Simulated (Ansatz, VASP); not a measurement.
# One calculation of SnPb3S4, two programs

```xyz
8
Lattice="4.2222 -5.9715 0.0000 4.2222 5.9715 0.0000 0.0000 0.0000 4.2228" Properties=species:S:1:pos:R:3 pbc="T T T"
Sn    4.2222    0.0000    2.1114
Pb    2.1111    2.9857    0.0000
Pb    2.1111   -2.9857    0.0000
Pb    0.0000    0.0000    2.1114
S     2.1563    0.0000    0.0000
S     6.2882    0.0000    0.0000
S     4.2222    2.9533    2.1114
S     4.2222   -2.9533    2.1114
```

Alike in both runs: functional PBE; k mesh 6 × 6 × 8; occupations gaussian, width 0.01 eV; no spin polarisation.

Ansatz relaxed the structure, and its values are those at the end. VASP's run is a single point on that final structure, the one shown.

|  | VASP | Ansatz |
| --- | --- | --- |
| version | VASP 6.6.1 | Ansatz 0.2.0 |
| potentials or method | VASP PAW PBE potentials, release 64 (Sn_d, Pb_d, S), cutoff 520 eV | scalar-relativistic, plane waves, PAW |
| valence electrons in the cell | 80 | 80 |

VASP gave:

```
gap on the k mesh at the Fermi level (eV) : 0.04
least direct gap on the mesh (eV)         : 0.04
pressure (GPa)                            : -0.1
```

Problem. What did Ansatz give for the same quantities?

Solution. gap on the k mesh at the Fermi level (eV): 0.04; least direct gap on the mesh (eV): 0.04; pressure (GPa): 0.0.

The functional is the same, so the differences come from potentials, cutoffs and numerics.

Neither program's run includes spin-orbit coupling.
